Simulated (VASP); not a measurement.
**MgO: single point with r2SCAN**

MgO:

```
Mg O
1.0
     2.93802    0.00000    0.00000
    -1.46901    2.54440    0.00000
     0.00000    0.00000    2.67968
Mg O
1 1
Cartesian
  0.0218 0.0077 0.0075
  0.0333 1.6735 1.3474
```

```yaml
Program: VASP 6.6.1
Task: single point
Functional: r2SCAN
Potentials_or_basis: VASP PAW PBE potentials, release 64 (Mg_sv, O)
Cutoff: 750 eV
k_mesh: 9 × 9 × 9
Occupations: gaussian, width 0.1 eV
Spin: no spin polarisation
```

```json
{
  "Pressure": "-5.5 GPa",
  "Largest force": "0.114 eV/Å",
  "Band gap on the k mesh": "3.81 eV (least direct gap 4.21 eV)"
}
```

Forces in eV/Å, atoms in the order of the input:
```
Mg   0.035 -0.109  0.000
O   -0.035  0.109  0.000
```

Stress tensor (GPa, compression positive):
```
-5.09  0.01  0.00
 0.01 -5.37  0.00
 0.00  0.00 -6.02
```

Levels at points of the mesh, in eV from the valence-band top:
```
           k point  band 6  band 7  band 8  band 9  band 10  band 11
(0.00, 0.00, 0.00)   -0.64   -0.60   -0.41    3.81    12.91    16.59
```

It took 4.9 min on 1 thread of Intel(R) Xeon(R) Platinum 8259CL CPU @ 2.50GHz (Skylake/Cascade Lake), on a shared host, peak memory 0.23 GiB.

Caveat: the cell stands under tension; the PAW data sets were made with another functional, which shifts forces and pressure a little; an odd mesh through Γ misses points on the zone boundary, where band edges can lie.
